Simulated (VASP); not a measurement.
Here is a VASP 6.6.1 calculation.

Contents of INCAR:

```
SYSTEM = TaN
PREC = Accurate
ENCUT = 600
EDIFF = 1E-6
ISMEAR = 0
SIGMA = 0.15
LREAL = .FALSE.
LASPH = .TRUE.
NELM = 120
ALGO = Normal
ISIF = 2
LWAVE = .FALSE.
LCHARG = .FALSE.
GGA = PE
NBANDS = 15
GGA_COMPAT = .FALSE.
```

KPOINTS

```
Automatic mesh
0
G
  18 18 18
  0 0 0
```

The input POSCAR:

```
TaN
1.0
    0.0000000000      2.1790000000      2.1790000000
    2.2007900000      0.0000000000      2.1790000000
    2.2007900000      2.1790000000      0.0000000000
Ta N
1 1
Direct
    0.5000000000      0.5000000000      0.5000000000
    0.0000000000      0.0000000000      0.0000000000
```

Potentials or basis: VASP PAW PBE potentials, release 64 (Ta_pv, N).

Command:

```console
$ cat potpaw_PBE.64/Ta_pv/POTCAR potpaw_PBE.64/N/POTCAR > POTCAR
$ mpirun -np 1 vasp_std > vasp.out
```

Task: Estimate the pressure.

Result: 11.6 GPa.

Task: Estimate the band gap on the k mesh.

Result: Zero (band 8 reaches 11.66 eV, above the bottom of band 9 at 7.63 eV).

Stress tensor (GPa, compression positive):
```
 7.28  0.00  0.00
 0.00 13.82  0.00
 0.00  0.00 13.82
```

Caveat: the cell differs from its parent crystal (strain +0.0100 x Voigt [1, 0, 0, 0, 0, 0]); spin-orbit coupling is left out, which moves the levels of the heavy elements.
